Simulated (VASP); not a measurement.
# Br (Fd-3m) in VASP: further runs

The runs below take Br through single point, with PBE.

Everything below comes from runs of VASP 6.6.1. Logs are shortened: lines on timing, memory, paths and dates and some standing lists are left out, and cuts for length are marked.

## Step 1: The cell of the first run

It takes space group Fd-3m (No. 227, cubic). Conventional cell: a = 5.168 Å, b = 5.168 Å, c = 5.168 Å, α = 90.00°, β = 90.00°, γ = 90.00°. Br (site symmetry -43m) has 4 Br at 2.24 Å within 3.0 Å.

## Step 2: Single point, PBE (17.25 Å³/atom)

INCAR reads:

```
PREC = Accurate
ENCUT = 520
EDIFF = 1E-6
ISMEAR = -1
SIGMA = 0.08
LREAL = False
LASPH = True
NELM = 100
ALGO = Normal
ISIF = 2
LWAVE = False
LCHARG = False
GGA = PE
NBANDS = 14
```

KPOINTS reads:

```
Automatic mesh
0
Gamma
  11 11 11
```

POSCAR reads:

```
Br
1.0
    0.0000000000      2.5837637304      2.5837637304
    2.5837637304      0.0000000000      2.5837637304
    2.5837637304      2.5837637304      0.0000000000
Br
2
Direct
   -0.1250000000     -0.1250000000     -0.1250000000
    0.1250000000      0.1250000000      0.1250000000
```

Potentials or basis: VASP PAW PBE potentials, release 64 (Br).

Run with:

```console
cat potpaw_PBE.64/Br/POTCAR > POTCAR
mpirun -np 1 vasp_std > vasp.out
```

OUTCAR:

```text
PREC = Accurate
   ENCUT = 520
   EDIFF = 1E-6
   ISMEAR = -1
   LREAL = False
   LASPH = True
   NELM = 100
   ISIF = 2
   GGA = PE

 ion  position               nearest neighbor table
   1  0.875  0.875  0.875-   2 2.24   2 2.24   2 2.24   2 2.24
   2  0.125  0.125  0.125-   1 2.24   1 2.24   1 2.24   1 2.24

  LATTYP: Found a face centered cubic cell.
 ALAT       =     5.1675274608

  Lattice vectors:

 A1 = (   0.0000000000,   2.5837637304,   2.5837637304)
 A2 = (   2.5837637304,   0.0000000000,   2.5837637304)
 A3 = (   2.5837637304,   2.5837637304,   0.0000000000)

Analysis of symmetry for initial positions (statically):
=====================================================================
 Subroutine PRICEL returns:
 Original cell was already a primitive cell.

 Routine SETGRP: Setting up the symmetry group for a
 face centered cubic supercell.

 Subroutine GETGRP returns: Found 48 space group operations
 (whereof 12 operations were pure point group operations)
 out of a pool of 48 trial point group operations.

The static configuration has the point symmetry D_3d.
 The point group associated with its full space group is O_h .

Analysis of symmetry for dynamics (positions and initial velocities):
=====================================================================
 Subroutine PRICEL returns:
 Original cell was already a primitive cell.

 Routine SETGRP: Setting up the symmetry group for a
 face centered cubic supercell.

 Subroutine GETGRP returns: Found 48 space group operations
 (whereof 12 operations were pure point group operations)
 out of a pool of 48 trial point group operations.

The dynamic configuration has the point symmetry D_3d.
 The point group associated with its full space group is O_h .

 Subroutine INISYM returns: Found 48 space group operations
 (whereof 12 operations are pure point group operations),
 and found     1 'primitive' translations

----------------------------------------------------------------------------------------

                                     Primitive cell

  volume of cell :      34.4976

  direct lattice vectors                    reciprocal lattice vectors
     0.000000000  2.583763730  2.583763730    -0.193516146  0.193516146  0.193516146
     2.583763730  0.000000000  2.583763730     0.193516146 -0.193516146  0.193516146
     2.583763730  2.583763730  0.000000000     0.193516146  0.193516146 -0.193516146

  length of vectors
     3.653993709  3.653993709  3.653993709     0.335179797  0.335179797  0.335179797

  position of ions in fractional coordinates (direct lattice)
     0.875000000  0.875000000  0.875000000
     0.125000000  0.125000000  0.125000000

  ion indices of the primitive-cell ions
   primitive index   ion index
                 1           1
                 2           2

----------------------------------------------------------------------------------------

 KPOINTS: Automatic mesh

Automatic generation of k-mesh.
 Grid dimensions read from file:
 generate k-points for:   11   11   11

 Generating k-lattice:

  Cartesian coordinates                     Fractional coordinates (reciprocal lattice)
    -0.017592377  0.017592377  0.017592377     0.090909091  0.000000000  0.000000000
     0.017592377 -0.017592377  0.017592377     0.000000000  0.090909091  0.000000000
     0.017592377  0.017592377 -0.017592377     0.000000000  0.000000000  0.090909091

  Length of vectors
     0.030470891  0.030470891  0.030470891

  Shift w.r.t. Gamma in fractional coordinates (k-lattice)
     0.000000000  0.000000000  0.000000000

 Subroutine IBZKPT returns following result:
 ===========================================

 Found     56 irreducible k-points:

 Following reciprocal coordinates:
            Coordinates               Weight
  0.000000  0.000000  0.000000      1.000000
  0.090909  0.000000  0.000000      8.000000
  0.181818  0.000000  0.000000      8.000000
  0.272727  0.000000  0.000000      8.000000
  0.363636  0.000000  0.000000      8.000000
  0.454545  0.000000  0.000000      8.000000
[... 16 lines left out ...]
 -0.272727  0.181818  0.000000     24.000000
 -0.181818  0.181818  0.000000     12.000000
 [... further k-points ...]
   k-points           NKPTS =     56   k-points in BZ     NKDIM =     56   number of bands    NBANDS=     14
   number of dos      NEDOS =    301   number of ions     NIONS =      2
   total plane-waves  NPLWV =  21952
   dimension x,y,z NGX =    28 NGY =   28 NGZ =   28
   dimension x,y,z NGXF=    56 NGYF=   56 NGZF=   56
   ions per type =               2
   NGX,Y,Z   is equivalent  to a cutoff of  12.74, 12.74, 12.74 a.u.
   NGXF,Y,Z  is equivalent  to a cutoff of  25.48, 25.48, 25.48 a.u.
 SYSTEM =  unknown system
   PREC   = accura    normal or accurate (medium, high low for compatibility)
   ISTART =      0    job   : 0-new  1-cont  2-samecut
   ICHARG =      2    charge: 1-file 2-atom 10-const
   ISPIN  =      1    spin polarized calculation?
   LNONCOLLINEAR =      F non collinear calculations
   LSORBIT =      F    spin-orbit coupling
   LASPH  =      T    aspherical Exc in radial PAW
   ENCUT  =  520.0 eV  38.22 Ry    6.18 a.u.   6.79  6.79  6.79*2*pi/ulx,y,z
   NELM   =    100;   NELMIN=  2; NELMDL= -5     # of ELM steps
   EDIFF  = 0.1E-05   stopping-criterion for ELM
   LREAL  =      F    real-space projection
   EDIFFG = 0.1E-04   stopping-criterion for IOM
   NSW    =      0    number of steps for IOM
   IBRION =     -1    ionic relax: 0-MD 1-quasi-New 2-CG
   NFREE  =      0    steps in history (QN), initial steepest desc. (CG)
   ISIF   =      2    stress and relaxation
   ISYM   =      2    0-nonsym 1-usesym 2-fastsym
   POTIM  = 0.5000    time-step for ionic-motion
   TEBEG  =    0.0;   TEEND  =   0.0 temperature during run
   PSTRESS=    0.0 pullay stress
   NELECT =      14.0000    total number of electrons
   NUPDOWN=      -1.0000    fix difference up-down
   EMIN   =  10.00;   EMAX   =-10.00  energy-range for DOS
   EFERMI =   0.00;   METHOD = LEGACY
   ISMEAR =    -1;   SIGMA  =   0.08  broadening in eV -4-tet -1-fermi 0-gaus
   EFERMI_NEDOS =   21; number of points for ismear=-14 and -15
   IALGO  =     38    algorithm
   IMIX   =      4    mixing-type and parameters
     AMIX     =   0.40;   BMIX     =  1.00
     AMIX_MAG =   1.60;   BMIX_MAG =  1.00
  volume/ion in A,a.u.               =      17.25       116.40
  Fermi-wavevector in a.u.,A,eV,Ry     =   1.212052  2.290447 19.987923  1.469071
  Thomas-Fermi vector in A             =   2.347549
   LORBIT       =      0    0 simple, 1 ext, 2 COOP (PROOUT), +10 PAW based schemes
   GGA     = PE    functional components
   LHFCALC =     F    Hartree Fock is set to
   AEXX    =    0.0000 exact exchange contribution
   IVDW    =     0    specifies the selected vdW correction
   LEPSILON=     F    determine dielectric tensor
   LRPA    =     F    only Hartree local field effects (RPA)
 non-spin polarized calculation
  energy-cutoff  :      520.00
  volume of cell :       34.50
 maximum number of plane-waves:       950
   NGX = 13   NGY = 13   NGZ = 13

 number of electron      13.9999996 magnetization

 Free energy of the ion-electron system (eV)
  ---------------------------------------------------
  ext. energy  EPLUGINS =         0.00000000
  ---------------------------------------------------
  free energy    TOTEN  =         5.52348717 eV

  energy without entropy =        5.54865167  energy(sigma->0) =        5.53606942

 E-fermi :   8.9361     XC(G=0): -10.9782

 val. band max:        8.9205457363   @ k =  -0.2727   0.3636   0.0909
 cond. band min:       9.0602048392   @ k =   0.3636   0.0909   0.0000
 fundamental gap:      0.1396591029
 Fermi energy:         8.9361437573

 k-point     1 :       0.0000    0.0000    0.0000
  band No.  band energies     occupation
      1     -14.1447      2.00000
      2      -2.6070      2.00000
      3       1.1729      2.00000
      4       1.1729      2.00000
      5       1.1729      2.00000
      6       5.3610      2.00000
      7       5.3610      2.00000
      8       5.3610      2.00000
      9      12.7128      0.00000
     10      15.3327      0.00000
     11      15.3327      0.00000
     12      18.5668      0.00000
     13      18.5668      0.00000
     14      18.5668      0.00000

 k-point     2 :       0.0909    0.0000    0.0000
  band No.  band energies     occupation
      1     -14.0437      2.00000
      2      -3.2403      2.00000
      3       1.0365      2.00000
      4       1.0365      2.00000
      5       1.4547      2.00000
      6       5.5711      2.00000
      7       5.5711      2.00000
      8       5.6201      2.00000
      9      13.1325      0.00000
     10      14.9847      0.00000
     11      14.9847      0.00000
     12      18.1961      0.00000
     13      19.3219      0.00000
     14      19.3219      0.00000

 k-point     3 :       0.1818    0.0000    0.0000
  band No.  band energies     occupation
      1     -13.7485      2.00000
      2      -4.5608      2.00000
      3       0.7228      2.00000
      4       0.7228      2.00000
      5       1.7038      2.00000
      6       6.0644      2.00000
      7       6.0644      2.00000
      8       6.5340      2.00000
      9      14.0933      0.00000
     10      14.5485      0.00000
     11      14.5485      0.00000
     12      17.7153      0.00000
     13      20.9783      0.00000
     14      20.9783      0.00000
[... 324 lines left out ...]
 k-point    23 :      -0.2727    0.1818    0.0000
  band No.  band energies     occupation
      1     -12.5870      2.00000
      2      -7.3473      2.00000
      3      -1.4660      2.00000
      4       0.1066      2.00000
      5       3.2351      2.00000
      6       7.2156      2.00000
      7       7.2288      2.00000
      8       8.7645      1.79053
      9      13.8011      0.00000
     10      15.0313      0.00000
     11      16.3726      0.00000
     12      19.1382      0.00000
     13      20.8709      0.00000
     14      22.7054      0.00000

 k-point    24 :      -0.1818    0.1818    0.0000
  band No.  band energies     occupation
      1     -13.1198      2.00000
      2      -6.2748      2.00000
      3      -0.9398      2.00000
      4       0.4663      2.00000
      5       2.9577      2.00000
      6       6.5830      2.00000
      7       6.6502      2.00000
      8       8.1012      1.99994
      9      13.5515      0.00000
     10      15.3830      0.00000
     11      15.3839      0.00000
     12      19.3205      0.00000
     13      20.9939      0.00000
     14      21.5087      0.00000

 [... further k-points ...]

------------------------ aborting loop because EDIFF is reached ----------------------------------------

  FORCE on cell =-STRESS in cart. coord.  units (eV):
  Direction    XX          YY          ZZ          XY          YZ          ZX
  --------------------------------------------------------------------------------------
  -------------------------------------------------------------------------------------
  Total       21.9478209     21.9478209     21.9478209      0.0000000     -0.0000000      0.0000000
  in kB     1019.3271750   1019.3271750   1019.3271750      0.0000000     -0.0000000      0.0000000
  external PRESSURE =    1019.3271750 kB  Pullay stress =       0.0000000 kB

 VOLUME and BASIS-vectors are now :
 -----------------------------------------------------------------------------
  energy-cutoff  :      520.00
  volume of cell :       34.50
      direct lattice vectors                 reciprocal lattice vectors
     0.000000000  2.583763730  2.583763730    -0.193516146  0.193516146  0.193516146
     2.583763730  0.000000000  2.583763730     0.193516146 -0.193516146  0.193516146
     2.583763730  2.583763730  0.000000000     0.193516146  0.193516146 -0.193516146

 POSITION                                       TOTAL-FORCE (eV/Angst)
 -----------------------------------------------------------------------------------
      4.52159      4.52159      4.52159        -0.000000     -0.000000     -0.000000
      0.64594      0.64594      0.64594         0.000000      0.000000      0.000000
 -----------------------------------------------------------------------------------
    total drift:                                0.000000     -0.000000     -0.000000

  FREE ENERGIE OF THE ION-ELECTRON SYSTEM (eV)
  ---------------------------------------------------
  free  energy   TOTEN  =         5.5234871672 eV

  energy  without entropy=        5.5486516743  energy(sigma->0) =        5.53606942
```

Wall time 18 s (1 thread of Intel Xeon 8259CL, shared host); peak memory 0.16 GiB.

What came out:

| Property | Result |
| --- | --- |
| Free energy | 5.5235 eV |
| Pressure | 101.9 GPa |
| Band gap on the k mesh | zero (bands 7 and 8 overlap by 5.86 eV) |

Caveat: the cell stands under pressure.

## Step 3: Single point, PBE (17.25 Å³/atom)

INCAR reads:

```
SYSTEM = Br
ALGO = Normal
EDIFF = 1E-6
ENCUT = 520
GGA = PE
ISIF = 2
ISMEAR = -1
LASPH = .True.
LCHARG = .False.
LREAL = .False.
LWAVE = .False.
NBANDS = 14
NELM = 100
PREC = Accurate
SIGMA = 0.08
```

KPOINTS reads:

```
k-points
0
Gamma
  11 11 11
  0 0 0
```

POSCAR is that of step 2.

Potentials or basis: VASP PAW PBE potentials, release 64 (Br).

Run with:

```console
cat potpaw_PBE.64/Br/POTCAR > POTCAR
mpirun -np 1 vasp_std > vasp.out
```

Run time: 18 s. Hardware: 1 thread of Intel Xeon 8259CL, shared host; peak memory 0.16 GiB.

The run converged. Its results:

```yaml
Free_energy: 5.5235 eV
Pressure: 101.9 GPa
Band_gap_on_the_k_mesh: zero (bands 7 and 8 overlap by 5.86 eV)
```

Levels at points of the mesh, in eV from the Fermi level:
| k point | band 4 | band 5 | band 6 | band 7 | band 8 | band 9 | band 10 | band 11 |
| --- | --- | --- | --- | --- | --- | --- | --- | --- |
| (0.00, 0.00, 0.00) | -7.76 | -7.76 | -3.58 | -3.58 | -3.58 | 3.78 | 6.40 | 6.40 |

Caveat: the cell stands under pressure.

## Step 4: Single point, PBE (19.40 Å³/atom)

This run uses another cell than the first one, of 19.40 Å³/atom.

INCAR reads:

```
  PREC = Accurate
  ENCUT = 520
  EDIFF = 1E-7
  ISMEAR = -1
  SIGMA = 0.08
  LREAL = False
  LASPH = True
  NELM = 100
  ALGO = Normal
  ISIF = 2
  LWAVE = False
  LCHARG = False
  GGA = PE
  NBANDS = 14
```

KPOINTS reads:

```
regular mesh
0
Gamma
  11 11 11
```

POSCAR reads:

```
Br
1.0
    0.0000000000      2.6872225691      2.6872225691
    2.6872225691      0.0000000000      2.6872225691
    2.6872225691      2.6872225691      0.0000000000
Br
2
Direct
   -0.1250000000     -0.1250000000     -0.1250000000
    0.1250000000      0.1250000000      0.1250000000
```

Run with:

```console
cat potpaw_PBE.64/Br/POTCAR > POTCAR
mpirun -np 1 vasp_std > vasp.out
```

Run time: 22 s. Hardware: 1 thread of Intel Xeon 8259CL, shared host; peak memory 0.16 GiB.

Results (log left out):

| Quantity | Value |
| --- | --- |
| Free energy | 3.2278 eV |
| Pressure | 70.9 GPa |
| Band gap on the k mesh | zero (bands 7 and 8 overlap by 4.92 eV) |

Levels at points of the mesh, in eV from the Fermi level:
| k point | band 3 | band 4 | band 5 | band 6 | band 7 | band 8 | band 9 | band 10 | band 11 | band 12 |
| --- | --- | --- | --- | --- | --- | --- | --- | --- | --- | --- |
| (0.00, 0.00, 0.00) | -7.04 | -7.04 | -7.04 | -3.17 | -3.17 | -3.17 | 3.89 | 6.73 | 6.73 | 9.69 |

Caveat: the cell stands under pressure.

The gap in the log of VASP goes by the Fermi energy; the results here count the filled bands.